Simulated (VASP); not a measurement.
# MgO (Fm-3m) in VASP: further runs, part 2 of 2

VASP 6.6.1.

## 3. Relaxation of cell and atoms, revPBE+D3(BJ)

This run uses another cell than the first one, of 9.22 Å³/atom, 0.978 times its volume.

File INCAR:

```
PREC = Accurate
ENCUT = 600
EDIFF = 1E-6
ISMEAR = -1
SIGMA = 0.05
LREAL = False
LASPH = True
NELM = 60
ALGO = Normal
ISIF = 3
LWAVE = False
LCHARG = False
GGA = RE
IVDW = 12
IBRION = 2
NSW = 80
EDIFFG = -0.02
```

File KPOINTS:

```
Automatic mesh
0
Gamma
  11 11 11
```

File POSCAR:

```
MgO
1.0
    0.0000000000      2.0970013927      2.0970013927
    2.0970013927      0.0000000000      2.0970013927
    2.0970013927      2.0970013927      0.0000000000
Mg O
1 1
Direct
    0.0000000000      0.0000000000      0.0000000000
    0.5000000000      0.5000000000      0.5000000000
```

Potentials or basis: VASP PAW PBE potentials, release 64 (Mg, O).

Launch:

```console
cat potpaw_PBE.64/Mg/POTCAR potpaw_PBE.64/O/POTCAR > POTCAR
mpirun -np 1 vasp_std > vasp.out
```

OUTCAR:

```text
PREC = Accurate
   ENCUT = 600
   EDIFF = 1E-6
   ISMEAR = -1
   LREAL = False
   LASPH = True
   NELM = 60
   ISIF = 3
   GGA = RE
   IVDW = 12
   IBRION = 2
   NSW = 80
   EDIFFG = -0.02
 IVDW          = 12

 ion  position               nearest neighbor table
   1  0.000  0.000  0.000-   2 2.10   2 2.10   2 2.10   2 2.10   2 2.10   2 2.10
   2  0.500  0.500  0.500-   1 2.10   1 2.10   1 2.10   1 2.10   1 2.10   1 2.10

  LATTYP: Found a face centered cubic cell.
 ALAT       =     4.1940027854

  Lattice vectors:

 A1 = (   0.0000000000,   2.0970013927,   2.0970013927)
 A2 = (   2.0970013927,   0.0000000000,   2.0970013927)
 A3 = (   2.0970013927,   2.0970013927,   0.0000000000)

Analysis of symmetry for initial positions (statically):
=====================================================================
 Subroutine PRICEL returns:
 Original cell was already a primitive cell.

 Routine SETGRP: Setting up the symmetry group for a
 face centered cubic supercell.

 Subroutine GETGRP returns: Found 48 space group operations
 (whereof 48 operations were pure point group operations)
 out of a pool of 48 trial point group operations.

The static configuration has the point symmetry O_h .

Analysis of symmetry for dynamics (positions and initial velocities):
=====================================================================
 Subroutine PRICEL returns:
 Original cell was already a primitive cell.

 Routine SETGRP: Setting up the symmetry group for a
 face centered cubic supercell.

 Subroutine GETGRP returns: Found 48 space group operations
 (whereof 48 operations were pure point group operations)
 out of a pool of 48 trial point group operations.

The dynamic configuration has the point symmetry O_h .

 Subroutine INISYM returns: Found 48 space group operations
 (whereof 48 operations are pure point group operations),
 and found     1 'primitive' translations

[... 172 lines left out ...]
    total drift:                               -0.000000     -0.000000      0.000000

  FREE ENERGIE OF THE ION-ELECTRON SYSTEM (eV)
  ---------------------------------------------------
  free  energy   TOTEN  =       -12.4552996863 eV

  energy  without entropy=      -12.4552996863  energy(sigma->0) =      -12.45529969

--------------------------------------- Ionic step        2  -------------------------------------------

 number of electron       8.0000003 magnetization

 Free energy of the ion-electron system (eV)
  ---------------------------------------------------
  ext. energy  EPLUGINS =         0.00000000
  ---------------------------------------------------
  free energy    TOTEN  =       -11.28668226 eV

  energy without entropy =      -11.28668226  energy(sigma->0) =      -11.28668226

 E-fermi :   4.4273     XC(G=0): -11.0005

 val. band max:        3.4570407400   @ k =   0.0000   0.0000   0.0000
 cond. band min:       8.4634063980   @ k =   0.0000   0.0000   0.0000
 fundamental gap:      5.0063656580
 Fermi energy:         4.4273004020

 k-point     1 :       0.0000    0.0000    0.0000
  band No.  band energies     occupation
      1     -13.9641      2.00000
      2       3.4570      2.00000
      3       3.4570      2.00000
      4       3.4570      2.00000
      5       8.4634      0.00000
      6      19.4747      0.00000
      7      19.4747      0.00000
      8      19.4747      0.00000
[... 243 lines left out ...]
 k-point    24 :      -0.1818    0.1818    0.0000
  band No.  band energies     occupation
      1     -13.1630      2.00000
      2       0.5785      2.00000
      3       2.3262      2.00000
      4       3.0715      2.00000
      5      11.7690      0.00000
      6      15.6968      0.00000
      7      19.2849      0.00000
      8      21.7199      0.00000

 [... further k-points ...]

------------------------ aborting loop because EDIFF is reached ----------------------------------------

 Edisp (eV)   -1.16885

 E8    (eV) :    -0.7756

  FORCE on cell =-STRESS in cart. coord.  units (eV):
  Direction    XX          YY          ZZ          XY          YZ          ZX
  --------------------------------------------------------------------------------------
  -------------------------------------------------------------------------------------
  Total       0.03446     0.03446     0.03446     0.00000     0.00000     0.00000
  in kB       3.01539     3.01539     3.01539     0.00000     0.00000     0.00000
  external pressure =        3.02 kB  Pullay stress =        0.00 kB

 VOLUME and BASIS-vectors are now :
 -----------------------------------------------------------------------------
  energy-cutoff  :      600.00
  volume of cell :       18.31
      direct lattice vectors                 reciprocal lattice vectors
    -0.000000000  2.092033493  2.092033493    -0.239001910  0.239001910  0.239001910
     2.092033493  0.000000000  2.092033493     0.239001910 -0.239001910  0.239001910
     2.092033493  2.092033493  0.000000000     0.239001910  0.239001910 -0.239001910

 POSITION                                       TOTAL-FORCE (eV/Angst)
 -----------------------------------------------------------------------------------
      2.09203      2.09203      0.00000        -0.000000      0.000000      0.000000
      2.09203      2.09203      2.09203         0.000000     -0.000000     -0.000000
 -----------------------------------------------------------------------------------
    total drift:                               -0.000000     -0.000000      0.000000

  FREE ENERGIE OF THE ION-ELECTRON SYSTEM (eV)
  ---------------------------------------------------
  free  energy   TOTEN  =       -12.4555279439 eV

  energy  without entropy=      -12.4555279438  energy(sigma->0) =      -12.45552794

 reached required accuracy - stopping structural energy minimisation
```

CONTCAR:

```text
MgO
   1.00000000000000
    -0.0000000000000000    2.0920334928069413    2.0920334928069413
     2.0920334928069413    0.0000000000000000    2.0920334928069413
     2.0920334928069413    2.0920334928069413    0.0000000000000000
  Mg              O
     1     1
Direct
     0.0000000000000000    0.0000000000000000    1.0000000000000000
     0.5000000000000000    0.5000000000000000    0.5000000000000000

  0.00000000E+00  0.00000000E+00  0.00000000E+00
  0.00000000E+00  0.00000000E+00  0.00000000E+00
```

It took 7.2 s on 1 thread of Intel Xeon Platinum 8559C (Emerald Rapids), shared host; peak memory 0.15 GiB.

Results:

| Property | Result |
| --- | --- |
| Free energy | -12.4555 eV |
| Relaxed volume | 9.16 Å³/atom |
| Relaxed cell | a = 2.959 Å, b = 2.959 Å, c = 2.959 Å, α = 60.00°, β = 60.00°, γ = 60.00° |
| Space group after relaxing (to 0.05 Å) | Fm-3m (No. 225) |
| Energy gained by relaxing | 0.1 meV/atom |
| Ionic steps | 2 |
| Pressure after relaxing | 0.3 GPa |
| Band gap on the k mesh | 5.01 eV, direct |
| Dispersion energy per atom | -0.584 eV |

Step by step:
| step | energy change (eV) | largest force (eV/Å) | pressure (GPa) | volume (Å³) |
| --- | --- | --- | --- | --- |
| 1 | 0.0000 | 0.0000 | -0.85 | 18.44 |
| 2 | -0.0002 | 0.0000 | 0.30 | 18.31 |

Final structure:
```
CELL_PARAMETERS angstrom
0.00000 2.09203 2.09203
2.09203 0.00000 2.09203
2.09203 2.09203 0.00000
ATOMIC_POSITIONS crystal
Mg 0.00000 0.00000 0.00000
O 0.50000 0.50000 0.50000
```

Caveat: the PAW data sets were made with another functional, which shifts forces and pressure a little. As with any semilocal functional, this revPBE gap is likely too small.

## 4. Relaxation of cell and atoms, revPBE+D4

This run uses another cell than the first one, of 9.22 Å³/atom, 0.978 times its volume.

File INCAR:

```
PREC     = Accurate       # precision mode
ENCUT    = 600            # plane-wave cutoff, eV
EDIFF    = 1E-6           # SCF threshold, eV
ISMEAR   = -1             # smearing method
SIGMA    = 0.05           # smearing width, eV
LREAL    = False          # projectors in reciprocal space
LASPH    = True           # aspherical terms in the spheres
NELM     = 100            # most SCF steps
ALGO     = Normal         # electronic algorithm
ISIF     = 3              # what is computed and relaxed
LWAVE    = False          # write WAVECAR
LCHARG   = False          # write CHGCAR
GGA      = RE             # functional
IVDW     = 13             # dispersion correction
IBRION   = 2              # ionic algorithm
NSW      = 80             # ionic steps
EDIFFG   = -0.01          # ionic threshold
```

KPOINTS is that of step 3.

POSCAR is that of step 3.

Launch:

```console
cat potpaw_PBE.64/Mg/POTCAR potpaw_PBE.64/O/POTCAR > POTCAR
mpirun -np 1 vasp_std > vasp.out
```

Wall time 12 s (1 thread of Intel Xeon Platinum 8559C (Emerald Rapids), shared host); peak memory 0.14 GiB.

Results (log left out):

```yaml
Free_energy: -11.9741 eV
Relaxed_volume: 9.36 Å³/atom
Relaxed_cell: a = 2.980 Å, b = 2.980 Å, c = 2.980 Å, α = 60.00°, β = 60.00°, γ = 60.00°
Space_group_after_relaxing_to_0.05_Å: Fm-3m (No. 225)
Energy_gained_by_relaxing: 1.0 meV/atom
Ionic_steps: 3
Pressure_after_relaxing: 0.0 GPa
Band_gap_on_the_k_mesh: 4.79 eV, direct
Dispersion_energy_per_atom: -0.332 eV
```

The path:
```tsv
step	energy change (eV)	largest force (eV/Å)	pressure (GPa)	volume (Å³)
1	0.0000	0.0000	2.34	18.44
2	-0.0018	0.0000	-0.69	18.80
3	-0.0020	0.0000	0.00	18.72
```

Final structure:
```yaml
crystal:
  lattice:
    - [0.00000, 2.10740, 2.10740]
    - [2.10740, 0.00000, 2.10740]
    - [2.10740, 2.10740, 0.00000]
  atoms:
    - { symbol: Mg, position: [0.00000, 0.00000, 0.00000] }
    - { symbol: O, position: [0.50000, 0.50000, 0.50000] }
```

Levels at points of the mesh, in eV from the valence-band top:
```
           k point  band 1  band 2  band 3  band 4  band 5  band 6  band 7  band 8
(0.00, 0.00, 0.00)  -17.31    0.00    0.00    0.00    4.79   15.89   15.89   15.89
```

Caveat: the PAW data sets were made with another functional, which shifts forces and pressure a little. Expect the measured gap to be larger: semilocal functionals such as revPBE lack the derivative discontinuity.

## 5. Relaxation of cell and atoms, RPBE+D4

This run uses another cell than the first one, of 9.22 Å³/atom, 0.978 times its volume.

File INCAR:

```
SYSTEM = MgO
PREC = Accurate
ENCUT = 600
EDIFF = 1E-7
ISMEAR = -1
SIGMA = 0.05
LREAL = .False.
LASPH = .True.
NELM = 60
ALGO = Normal
ISIF = 3
LWAVE = .False.
LCHARG = .False.
GGA = RP
IVDW = 13
IBRION = 2
NSW = 80
EDIFFG = -0.01
```

File KPOINTS:

```
Automatic mesh
0
Gamma
  11 11 11
  0 0 0
```

POSCAR is that of step 4.

Launch:

```console
cat potpaw_PBE.64/Mg/POTCAR potpaw_PBE.64/O/POTCAR > POTCAR
mpirun -np 1 vasp_std > vasp.out
```

Wall time 14 s (1 thread of Intel Xeon Platinum 8488C (Sapphire Rapids), shared host); peak memory 0.15 GiB.

The run converged. Its results:

* Free energy: -11.9424 eV
* Relaxed volume: 9.40 Å³/atom
* Relaxed cell: a = 2.985 Å, b = 2.985 Å, c = 2.985 Å, α = 60.00°, β = 60.00°, γ = 60.00°
* Space group after relaxing (to 0.05 Å): Fm-3m (No. 225)
* Energy gained by relaxing: 1.7 meV/atom
* Ionic steps: 3
* Pressure after relaxing: 0.0 GPa
* Band gap on the k mesh: 4.77 eV, direct
* Dispersion energy per atom: -0.358 eV

Step by step:
```tsv
step	energy change (eV)	largest force (eV/Å)	pressure (GPa)	volume (Å³)
1	0.0000	0.0000	3.05	18.44
2	-0.0031	0.0000	-0.87	18.92
3	-0.0034	0.0000	0.01	18.80
```

Final structure:
```cif
data_structure
_symmetry_space_group_name_H-M 'P 1'
_symmetry_Int_Tables_number 1
_cell_length_a 2.9849
_cell_length_b 2.9849
_cell_length_c 2.9849
_cell_angle_alpha 60.000
_cell_angle_beta 60.000
_cell_angle_gamma 60.000
_cell_volume 18.80
loop_
_atom_site_label
_atom_site_type_symbol
_atom_site_fract_x
_atom_site_fract_y
_atom_site_fract_z
_atom_site_occupancy
Mg1 Mg 0.00000 0.00000 0.00000 1
O1 O 0.50000 0.50000 0.50000 1
```

Levels at points of the mesh, in eV from the valence-band top:
```csv
k point,band 2,band 3,band 4,band 5,band 6,band 7
"(0.00, 0.00, 0.00)",0.00,0.00,0.00,4.77,15.90,15.90
```

Caveat: the PAW data sets were made with another functional, which shifts forces and pressure a little. RPBE gaps usually lie below the measured ones, often by a third to a half.

## 6. Relaxation of cell and atoms, BLYP+D3(BJ)

This run uses another cell than the first one, of 9.22 Å³/atom, 0.978 times its volume.

File INCAR:

```
SYSTEM = MgO
  PREC = Accurate
  ENCUT = 600
  EDIFF = 1E-7
  ISMEAR = -1
  SIGMA = 0.05
  LREAL = .False.
  LASPH = .True.
  NELM = 60
  ALGO = Normal
  ISIF = 3
  LWAVE = .False.
  LCHARG = .False.
  GGA = B5
  ALDAX = 1.0
  AGGAX = 1.0
  AGGAC = 1.0
  ALDAC = 0.0
  IVDW = 12
  VDW_S6 = 1.0
  VDW_S8 = 2.6996
  VDW_A1 = 0.4298
  VDW_A2 = 4.2359
  IBRION = 2
  NSW = 80
  EDIFFG = -0.005
```

File KPOINTS:

```
regular mesh
0
Gamma
  11 11 11
  0 0 0
```

POSCAR is that of step 5.

Potentials or basis: VASP PAW PBE potentials, release 64 (Mg, O).

Launch:

```console
cat potpaw_PBE.64/Mg/POTCAR potpaw_PBE.64/O/POTCAR > POTCAR
mpirun -np 1 vasp_std > vasp.out
```

Wall time 28 s (1 thread of Intel Xeon Platinum 8488C (Sapphire Rapids), shared host); peak memory 0.16 GiB.

It converged, with:

* Free energy: -12.6200 eV
* Relaxed volume: 9.06 Å³/atom
* Relaxed cell: a = 2.948 Å, b = 2.948 Å, c = 2.948 Å, α = 60.00°, β = 60.00°, γ = 60.00°
* Space group after relaxing (to 0.05 Å): Fm-3m (No. 225)
* Energy gained by relaxing: 1.6 meV/atom
* Ionic steps: 3
* Pressure after relaxing: 0.0 GPa
* Band gap on the k mesh: 5.33 eV, direct
* Dispersion energy per atom: -0.658 eV

The path:
| step | energy change (eV) | largest force (eV/Å) | pressure (GPa) | volume (Å³) |
| --- | --- | --- | --- | --- |
| 1 | 0.0000 | 0.0000 | -2.99 | 18.44 |
| 2 | -0.0027 | 0.0000 | 1.17 | 17.99 |
| 3 | -0.0031 | 0.0000 | -0.02 | 18.11 |

Final structure:
```cif
data_structure
_symmetry_space_group_name_H-M 'P 1'
_symmetry_Int_Tables_number 1
_cell_length_a 2.9477
_cell_length_b 2.9477
_cell_length_c 2.9477
_cell_angle_alpha 60.000
_cell_angle_beta 60.000
_cell_angle_gamma 60.000
_cell_volume 18.11
loop_
_atom_site_label
_atom_site_type_symbol
_atom_site_fract_x
_atom_site_fract_y
_atom_site_fract_z
_atom_site_occupancy
Mg1 Mg 0.00000 0.00000 0.00000 1
O1 O 0.50000 0.50000 0.50000 1
```

Levels at points of the mesh, in eV from the valence-band top:
| k point | band 1 | band 2 | band 3 | band 4 | band 5 | band 6 | band 7 | band 8 |
| --- | --- | --- | --- | --- | --- | --- | --- | --- |
| (0.00, 0.00, 0.00) | -17.30 | 0.00 | 0.00 | 0.00 | 5.33 | 16.16 | 16.16 | 16.16 |

Caveat: the PAW data sets were made with another functional, which shifts forces and pressure a little. A hybrid or GW would open this gap; BLYP tends to underestimate it.

## 7. Summary

| task | level | cell | cutoff (eV) | gap on the mesh (eV) | pressure (GPa) | relaxed volume (Å³/atom) |
| --- | --- | --- | --- | --- | --- | --- |
| single point | revPBE+D4 | a = 2.988 Å, angles 60.0°, 2 atoms | 520 | 4.72 | -0.9 | - |
| relaxation of cell and atoms | revPBE+D3(BJ) | relaxed from a = 2.966 Å, angles 60.0°, 2 atoms | 600 | 5.01 | 0.3 | 9.16 |
| relaxation of cell and atoms | revPBE+D4 | relaxed from a = 2.966 Å, angles 60.0°, 2 atoms | 600 | 4.79 | 0.0 | 9.36 |
| relaxation of cell and atoms | RPBE+D4 | relaxed from a = 2.966 Å, angles 60.0°, 2 atoms | 600 | 4.77 | 0.0 | 9.40 |
| relaxation of cell and atoms | BLYP+D3(BJ) | relaxed from a = 2.966 Å, angles 60.0°, 2 atoms | 600 | 5.33 | 0.0 | 9.06 |

Alike in all rows: potentials or basis VASP PAW PBE potentials, release 64 (Mg, O); no spin polarisation; k mesh 11 × 11 × 11; smearing fermi-dirac 0.05 eV.

Caveats: the PAW data sets were made with another functional, which shifts forces and pressure a little.

Total energies depend on the potentials used, so only differences within one code and one set of settings carry meaning.
